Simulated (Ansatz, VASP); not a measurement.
## One calculation of PtSe, two programs

```
CELL_PARAMETERS angstrom
3.85121 0.00000 0.00000
-1.92560 3.33524 0.00000
0.00000 0.00000 26.40657
ATOMIC_POSITIONS crystal
Pt 0.00000 0.00000 0.31951
Se 0.66667 0.33333 0.28640
```

Change from the starting cell: species swapped into a sheet of the SnSb type.

Alike in both runs: functional PBE; k mesh 18 × 18 × 1; occupations gaussian, width 0.1 eV; no spin polarisation.

Ansatz relaxed the structure, and its values are those at the end. VASP's run is a single point on that final structure, the one shown.

```csv
,VASP,Ansatz
version,VASP 6.6.1,Ansatz 0.2.0
potentials or method,"VASP PAW PBE potentials, release 64 (Pt, Se), cutoff 520 eV","scalar-relativistic, plane waves, PAW"
valence electrons in the cell,16,34
```

|  | VASP | Ansatz | Ansatz less VASP |
| --- | --- | --- | --- |
| gap on the k mesh at the Fermi level (eV) | none | none | - |
| rms of the force components (eV/Å) | 0.017 | 0.000 | -0.0164 |

A gap of «none» marks a metal or a gap that the smearing closes. VASP's potentials hold 16 valence electrons a cell and Ansatz's 34, so a difference there can come from the potentials and not from the codes. Ansatz's warnings: xc potential rough in thin density.

Spin-orbit coupling is off throughout.
